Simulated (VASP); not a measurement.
# Ca2MgAs2 (P4/mmm) in VASP: notebook

Ca2MgAs2 is run at these levels: PBE; tasks: single point.

Program: VASP 6.6.1. These are calculated values, not measurements. Logs are shortened: lines on timing, memory, paths and dates and some standing lists are left out, and cuts for length are marked.

### 1 The cell of the first run

The structure is tetragonal, space group P4/mmm (No. 123). The conventional cell has a = 3.602 Å, b = 3.602 Å, c = 10.540 Å, α = 90.00°, β = 90.00°, γ = 90.00°. Ca (site symmetry 4mm) has 4 As at 3.02 Å and 1 Mg at 3.27 Å and 4 Ca at 3.60 Å within 4.0 Å. Within 4.0 Å of Mg (site symmetry 4/mmm) lie 8 As at 3.04 Å and 2 Ca at 3.27 Å and 4 Mg at 3.60 Å. Within 4.0 Å of As (site symmetry 4mm) lie 4 Ca at 3.02 Å and 4 Mg at 3.04 Å and 5 As at 3.30 to 3.60 Å.

### 2 Single point, PBE

INCAR reads:

```
SYSTEM = Ca2MgAs2
ALGO = Normal
EDIFF = 1E-7
ENCUT = 520
GGA = PE
ISIF = 2
ISMEAR = 0
LASPH = .TRUE.
LCHARG = .TRUE.
LELF = .TRUE.
LREAL = .FALSE.
LVHAR = .TRUE.
LWAVE = .FALSE.
NBANDS = 24
NELM = 100
PREC = Accurate
SIGMA = 0.1
```

KPOINTS reads:

```
k-points
0
G
  10 10 4
  0 0 0
```

POSCAR reads:

```
Ca2MgAs2
1.0
    3.6024953867      0.0000000000      0.0000000000
    0.0000000000      3.6024953867      0.0000000000
    0.0000000000      0.0000000000     10.5398800092
Ca Mg As
2 1 2
Direct
    0.0000000000      0.0000000000      0.8098436408
    0.0000000000      0.0000000000      0.1901563592
    0.0000000000      0.0000000000      0.5000000000
    0.5000000000      0.5000000000      0.3433534123
    0.5000000000      0.5000000000      0.6566465877
```

Potentials or basis: VASP PAW PBE potentials, release 64 (Ca_sv, Mg, As).

Launch:

```bash
$ cat potpaw_PBE.64/Ca_sv/POTCAR potpaw_PBE.64/Mg/POTCAR potpaw_PBE.64/As/POTCAR > POTCAR
$ mpirun -np 1 vasp_std > vasp.out
```

OUTCAR:

```text
SYSTEM = Ca2MgAs2
   EDIFF = 1E-7
   ENCUT = 520
   GGA = PE
   ISIF = 2
   ISMEAR = 0
   LASPH = .TRUE.
   LREAL = .FALSE.
   NELM = 100
   PREC = Accurate

 ion  position               nearest neighbor table
   1  0.000  0.000  0.810-   5 3.02   5 3.02   5 3.02   5 3.02   3 3.27
   2  0.000  0.000  0.190-   4 3.02   4 3.02   4 3.02   4 3.02   3 3.27
   3  0.000  0.000  0.500-   4 3.04   5 3.04   4 3.04   5 3.04   4 3.04   5 3.04   4 3.04   5 3.04
                             1 3.27   2 3.27
   4  0.500  0.500  0.343-   2 3.02   2 3.02   2 3.02   2 3.02   3 3.04   3 3.04   3 3.04   3 3.04

   5  0.500  0.500  0.657-   1 3.02   1 3.02   1 3.02   1 3.02   3 3.04   3 3.04   3 3.04   3 3.04

  LATTYP: Found a simple tetragonal cell.
 ALAT       =     3.6024953867
 C/A-ratio  =     2.9257164487

  Lattice vectors:

 A1 = (   3.6024953867,   0.0000000000,   0.0000000000)
 A2 = (   0.0000000000,   3.6024953867,   0.0000000000)
 A3 = (   0.0000000000,   0.0000000000,  10.5398800092)

Analysis of symmetry for initial positions (statically):
=====================================================================
 Subroutine PRICEL returns:
 Original cell was already a primitive cell.

 Routine SETGRP: Setting up the symmetry group for a
 simple tetragonal supercell.

 Subroutine GETGRP returns: Found 16 space group operations
 (whereof 16 operations were pure point group operations)
 out of a pool of 16 trial point group operations.

The static configuration has the point symmetry D_4h.

Analysis of symmetry for dynamics (positions and initial velocities):
=====================================================================
 Subroutine PRICEL returns:
 Original cell was already a primitive cell.

 Routine SETGRP: Setting up the symmetry group for a
 simple tetragonal supercell.

 Subroutine GETGRP returns: Found 16 space group operations
 (whereof 16 operations were pure point group operations)
 out of a pool of 16 trial point group operations.

The dynamic configuration has the point symmetry D_4h.

 Subroutine INISYM returns: Found 16 space group operations
 (whereof 16 operations are pure point group operations),
 and found     1 'primitive' translations

----------------------------------------------------------------------------------------

                                     Primitive cell

  volume of cell :     136.7863

  direct lattice vectors                    reciprocal lattice vectors
     3.602495387  0.000000000  0.000000000     0.277585366  0.000000000  0.000000000
     0.000000000  3.602495387  0.000000000     0.000000000  0.277585366  0.000000000
     0.000000000  0.000000000 10.539880009     0.000000000  0.000000000  0.094877740

  length of vectors
     3.602495387  3.602495387 10.539880009     0.277585366  0.277585366  0.094877740

  position of ions in fractional coordinates (direct lattice)
     0.000000000  0.000000000  0.809843641
     0.000000000  0.000000000  0.190156359
     0.000000000  0.000000000  0.500000000
     0.500000000  0.500000000  0.343353412
     0.500000000  0.500000000  0.656646588

  ion indices of the primitive-cell ions
   primitive index   ion index
                 1           1
                 2           2
                 3           3
                 4           4
                 5           5

----------------------------------------------------------------------------------------

 KPOINTS: k-points

Automatic generation of k-mesh.
 Grid dimensions read from file:
 generate k-points for:   10   10    4

 Generating k-lattice:

  Cartesian coordinates                     Fractional coordinates (reciprocal lattice)
     0.027758537  0.000000000  0.000000000     0.100000000  0.000000000  0.000000000
     0.000000000  0.027758537  0.000000000     0.000000000  0.100000000  0.000000000
     0.000000000  0.000000000  0.023719435     0.000000000  0.000000000  0.250000000

  Length of vectors
     0.027758537  0.027758537  0.023719435

  Shift w.r.t. Gamma in fractional coordinates (k-lattice)
     0.000000000  0.000000000  0.000000000

 Subroutine IBZKPT returns following result:
 ===========================================

 Found     63 irreducible k-points:

 Following reciprocal coordinates:
            Coordinates               Weight
  0.000000  0.000000  0.000000      1.000000
  0.100000  0.000000  0.000000      4.000000
  0.200000  0.000000  0.000000      4.000000
  0.300000  0.000000  0.000000      4.000000
  0.400000  0.000000  0.000000      4.000000
  0.500000  0.000000  0.000000      2.000000
[... 16 lines left out ...]
  0.100000  0.000000  0.250000      8.000000
  0.200000  0.000000  0.250000      8.000000
 [... further k-points ...]
   k-points           NKPTS =     63   k-points in BZ     NKDIM =     63   number of bands    NBANDS=     24
   number of dos      NEDOS =    301   number of ions     NIONS =      5
   total plane-waves  NPLWV =  62720
   dimension x,y,z NGX =    28 NGY =   28 NGZ =   80
   dimension x,y,z NGXF=    56 NGYF=   56 NGZF=  160
   ions per type =               2   1   2
   NGX,Y,Z   is equivalent  to a cutoff of  12.92, 12.92, 12.62 a.u.
   NGXF,Y,Z  is equivalent  to a cutoff of  25.84, 25.84, 25.24 a.u.
 SYSTEM =  Ca2MgAs2
   PREC   = accura    normal or accurate (medium, high low for compatibility)
   ISTART =      0    job   : 0-new  1-cont  2-samecut
   ICHARG =      2    charge: 1-file 2-atom 10-const
   ISPIN  =      1    spin polarized calculation?
   LNONCOLLINEAR =      F non collinear calculations
   LSORBIT =      F    spin-orbit coupling
   LASPH  =      T    aspherical Exc in radial PAW
   ENCUT  =  520.0 eV  38.22 Ry    6.18 a.u.   6.70  6.70 19.60*2*pi/ulx,y,z
   NELM   =    100;   NELMIN=  2; NELMDL= -5     # of ELM steps
   EDIFF  = 0.1E-06   stopping-criterion for ELM
   LREAL  =      F    real-space projection
   EDIFFG = 0.1E-05   stopping-criterion for IOM
   NSW    =      0    number of steps for IOM
   IBRION =     -1    ionic relax: 0-MD 1-quasi-New 2-CG
   NFREE  =      0    steps in history (QN), initial steepest desc. (CG)
   ISIF   =      2    stress and relaxation
   ISYM   =      2    0-nonsym 1-usesym 2-fastsym
   POTIM  = 0.5000    time-step for ionic-motion
   TEBEG  =    0.0;   TEEND  =   0.0 temperature during run
   PSTRESS=    0.0 pullay stress
   NELECT =      32.0000    total number of electrons
   NUPDOWN=      -1.0000    fix difference up-down
   EMIN   =  10.00;   EMAX   =-10.00  energy-range for DOS
   EFERMI =   0.00;   METHOD = LEGACY
   ISMEAR =     0;   SIGMA  =   0.10  broadening in eV -4-tet -1-fermi 0-gaus
   EFERMI_NEDOS =   21; number of points for ismear=-14 and -15
   IALGO  =     38    algorithm
   IMIX   =      4    mixing-type and parameters
     AMIX     =   0.40;   BMIX     =  1.00
     AMIX_MAG =   1.60;   BMIX_MAG =  1.00
  volume/ion in A,a.u.               =      27.36       184.62
  Fermi-wavevector in a.u.,A,eV,Ry     =   1.008736  1.906234 13.844572  1.017547
  Thomas-Fermi vector in A             =   2.141621
   LORBIT       =      0    0 simple, 1 ext, 2 COOP (PROOUT), +10 PAW based schemes
   GGA     = PE    functional components
   LHFCALC =     F    Hartree Fock is set to
   AEXX    =    0.0000 exact exchange contribution
   IVDW    =     0    specifies the selected vdW correction
   LEPSILON=     F    determine dielectric tensor
   LRPA    =     F    only Hartree local field effects (RPA)
 non-spin polarized calculation
 Gauss-broadening in eV      SIGMA  =   0.10
  energy-cutoff  :      520.00
  volume of cell :      136.79
 maximum number of plane-waves:      3732
 NGX is ok and might be reduce to    28
   NGX = 13   NGY = 13   NGZ = 39

 number of electron      32.0000003 magnetization

 Free energy of the ion-electron system (eV)
  ---------------------------------------------------
  ext. energy  EPLUGINS =         0.00000000
  ---------------------------------------------------
  free energy    TOTEN  =       -16.91590810 eV

  energy without entropy =      -16.89945718  energy(sigma->0) =      -16.90768264

 E-fermi :   3.2638     XC(G=0):  -8.7252

 val. band max:        3.2503590710   @ k =   0.3000   0.1000   0.0000
 cond. band min:       3.2826633124   @ k =   0.4000   0.0000   0.2500
 fundamental gap:      0.0323042414
 Fermi energy:         3.2637564845

 k-point     1 :       0.0000    0.0000    0.0000
  band No.  band energies     occupation
      1     -38.1942      2.00000
      2     -38.1924      2.00000
      3     -19.2786      2.00000
      4     -19.2474      2.00000
      5     -19.1323      2.00000
      6     -19.1323      2.00000
[... 16 lines left out ...]
     23       6.8212      0.00000
     24       7.4054      0.00000

 k-point     2 :       0.1000    0.0000    0.0000
  band No.  band energies     occupation
      1     -38.1928      2.00000
      2     -38.1911      2.00000
      3     -19.2761      2.00000
      4     -19.2452      2.00000
      5     -19.1505      2.00000
      6     -19.1481      2.00000
[... 16 lines left out ...]
     23       6.7125      0.00000
     24       7.2289      0.00000

 k-point     3 :       0.2000    0.0000    0.0000
  band No.  band energies     occupation
      1     -38.1892      2.00000
      2     -38.1875      2.00000
      3     -19.2696      2.00000
      4     -19.2397      2.00000
      5     -19.1978      2.00000
      6     -19.1945      2.00000
[... 16 lines left out ...]
     23       6.9292      0.00000
     24       7.1595      0.00000
[... 514 lines left out ...]
 k-point    23 :       0.1000    0.0000    0.2500
  band No.  band energies     occupation
      1     -38.1928      2.00000
      2     -38.1911      2.00000
      3     -19.2759      2.00000
      4     -19.2454      2.00000
      5     -19.1505      2.00000
      6     -19.1481      2.00000
[... 16 lines left out ...]
     23       7.0888      0.00000
     24       7.2444      0.00000

 k-point    24 :       0.2000    0.0000    0.2500
  band No.  band energies     occupation
      1     -38.1892      2.00000
      2     -38.1875      2.00000
      3     -19.2694      2.00000
      4     -19.2399      2.00000
      5     -19.1978      2.00000
      6     -19.1945      2.00000
[... 16 lines left out ...]
     23       6.9350      0.00000
     24       7.1432      0.00000

 [... further k-points ...]

------------------------ aborting loop because EDIFF is reached ----------------------------------------

  FORCE on cell =-STRESS in cart. coord.  units (eV):
  Direction    XX          YY          ZZ          XY          YZ          ZX
  --------------------------------------------------------------------------------------
  -------------------------------------------------------------------------------------
  Total        0.0812341      0.0812341      0.0402044      0.0000000      0.0000000     -0.0000000
  in kB        0.9514942      0.9514942      0.4709135      0.0000000      0.0000000     -0.0000000
  external PRESSURE =       0.7913007 kB  Pullay stress =       0.0000000 kB

 VOLUME and BASIS-vectors are now :
 -----------------------------------------------------------------------------
  energy-cutoff  :      520.00
  volume of cell :      136.79
      direct lattice vectors                 reciprocal lattice vectors
     3.602495387  0.000000000  0.000000000     0.277585366  0.000000000  0.000000000
     0.000000000  3.602495387  0.000000000     0.000000000  0.277585366  0.000000000
     0.000000000  0.000000000 10.539880009     0.000000000  0.000000000  0.094877740

 POSITION                                       TOTAL-FORCE (eV/Angst)
 -----------------------------------------------------------------------------------
      0.00000      0.00000      8.53565        -0.000000      0.000000      0.019105
      0.00000      0.00000      2.00423         0.000000      0.000000     -0.019105
      0.00000      0.00000      5.26994        -0.000000      0.000000      0.000000
      1.80125      1.80125      3.61890        -0.000000      0.000000      0.024989
      1.80125      1.80125      6.92098         0.000000     -0.000000     -0.024989
 -----------------------------------------------------------------------------------
    total drift:                               -0.000000      0.000000      0.000000

  FREE ENERGIE OF THE ION-ELECTRON SYSTEM (eV)
  ---------------------------------------------------
  free  energy   TOTEN  =       -16.9159081020 eV

  energy  without entropy=      -16.8994571808  energy(sigma->0) =      -16.90768264
```

Run time: 3.8 min. Hardware: 1 thread of Intel Xeon Platinum 8259CL at 2.50GHz (Skylake/Cascade Lake), shared host; peak memory 0.38 GiB.

What came out:

```yaml
Free_energy: -16.9159 eV
Pressure: 0.1 GPa
Largest_force: 0.025 eV/Å
Band_gap_on_the_k_mesh: zero (band 16 reaches 3.74 eV, above the bottom of band 17 at 2.60 eV)
```

Forces on the atoms (eV/Å):
```
Ca   0.000  0.000  0.019
Ca   0.000  0.000 -0.019
Mg   0.000  0.000  0.000
As   0.000  0.000  0.025
As   0.000  0.000 -0.025
```

### 3 Single point, PBE

This run uses another cell than the first one, of 25.46 Å³/atom, 0.931 times its volume.

INCAR reads:

```
PREC = Accurate ; ENCUT = 520
EDIFF = 1E-6 ; ISMEAR = 0
SIGMA = 0.1 ; LREAL = False
LASPH = True ; NELM = 100
ALGO = Normal ; ISIF = 2
LWAVE = False ; LCHARG = False
GGA = PE ; NBANDS = 24
```

KPOINTS reads:

```
regular mesh
0
Gamma
  4 4 2
```

POSCAR reads:

```
Ca2MgAs2
1.0
    3.3895618243      0.0000000000      0.0000000000
    0.0000000000      3.3895618243      0.0000000000
    0.0000000000      0.0000000000     11.0810917671
Ca Mg As
2 1 2
Direct
    0.0000000000      0.0000000000      0.8343418510
    0.0000000000      0.0000000000      0.1656581490
    0.0000000000      0.0000000000      0.5000000000
    0.5000000000      0.5000000000      0.3376821120
    0.5000000000      0.5000000000      0.6623178880
```

Potentials or basis: VASP PAW PBE potentials, release 64 (Ca_sv, Mg, As).

Launch:

```bash
$ cat potpaw_PBE.64/Ca_sv/POTCAR potpaw_PBE.64/Mg/POTCAR potpaw_PBE.64/As/POTCAR > POTCAR
$ mpirun -np 1 vasp_std > vasp.out
```

It took 53 s on 1 thread of Intel Xeon Platinum 8259CL at 2.50GHz (Skylake/Cascade Lake), shared host; peak memory 0.25 GiB.

Results (log left out):

```
Free energy            : -17.1231 eV
Pressure               : 0.1 GPa
Largest force          : 0.038 eV/Å
Band gap on the k mesh : zero (band 16 reaches 4.49 eV, above the bottom of band 17 at 3.07 eV)
```

Forces in eV/Å, atoms in the order of the input:
```
Ca   0.000  0.000  0.038
Ca   0.000  0.000 -0.038
Mg   0.000  0.000  0.000
As   0.000  0.000  0.028
As   0.000  0.000 -0.028
```

Stress tensor (GPa, compression positive):
```
0.02 0.00 0.00
0.00 0.02 0.00
0.00 0.00 0.21
```

Levels at points of the mesh, in eV from the Fermi level:
| k point | band 13 | band 14 | band 15 | band 16 | band 17 | band 18 | band 19 | band 20 |
| --- | --- | --- | --- | --- | --- | --- | --- | --- |
| (0.00, 0.00, 0.00) | -2.27 | 0.00 | 0.00 | 0.39 | 0.39 | 0.77 | 0.85 | 0.93 |
| (0.50, 0.00, 0.00) | -3.63 | -1.53 | -0.69 | -0.38 | 0.79 | 0.83 | 1.11 | 1.46 |
| (0.50, 0.50, 0.00) | -3.56 | -3.56 | -2.75 | -1.37 | -0.21 | 1.17 | 1.23 | 1.23 |
| (0.00, 0.00, 0.50) | -1.25 | -0.20 | 0.02 | 0.02 | 0.38 | 0.38 | 0.78 | 0.92 |
| (0.50, 0.00, 0.50) | -3.62 | -1.59 | -0.27 | -0.19 | -0.01 | 0.84 | 1.09 | 1.60 |
| (0.50, 0.50, 0.50) | -3.57 | -3.57 | -2.69 | -1.52 | -0.11 | 0.82 | 1.62 | 1.62 |

Caveat: the k points lie up to 0.46 Å⁻¹ apart.
